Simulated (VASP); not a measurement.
## LiAl2: single point with PBE

LiAl2:

```
Li Al
1.0
     4.26321    0.00000    0.00000
    -2.13161    3.69205    0.00000
     0.00000    0.00000    2.71008
Li Al
1 2
Direct
  0.00000 0.00000 0.00000
  0.33333 0.66667 0.50000
  0.66667 0.33333 0.50000
```

```
Program                : VASP 6.6.1
Task                   : single point
Functional             : PBE
Potentials or basis    : VASP PAW PBE potentials, release 64 (Li_sv, Al)
Cutoff                 : 520 eV
k mesh                 : 6 × 6 × 6
Occupations            : gaussian, width 0.1 eV
Spin                   : no spin polarisation
Dipole correction      : no
Further INCAR settings : ALGO = Fast; EDIFF = 1e-06; NBANDS = 12
```

```
Band gap on the k mesh : zero (an odd number of electrons rules out a gap without spin polarisation)
```

Levels at points of the mesh, in eV from the Fermi level:
| k point | band 2 | band 3 | band 4 | band 5 | band 6 | band 7 |
| --- | --- | --- | --- | --- | --- | --- |
| (0.00, 0.00, 0.00) | -10.09 | -1.28 | -1.28 | 0.08 | 0.08 | 0.23 |
| (0.50, 0.00, 0.00) | -8.38 | -6.83 | -3.19 | -0.58 | 6.56 | 7.26 |
| (0.00, 0.00, 0.50) | -6.03 | -4.69 | 2.19 | 2.19 | 3.22 | 4.49 |
| (0.50, 0.00, 0.50) | -3.62 | -3.38 | -3.19 | -1.52 | 0.73 | 2.39 |

Run time: 7 s on 1 thread of Intel(R) Xeon(R) Platinum 8559C (Emerald Rapids), on a shared host, peak memory 0.15 GiB.

Caveat: the k points lie up to 0.39 Å⁻¹ apart, too coarse for converged energies and pressures of a metal.
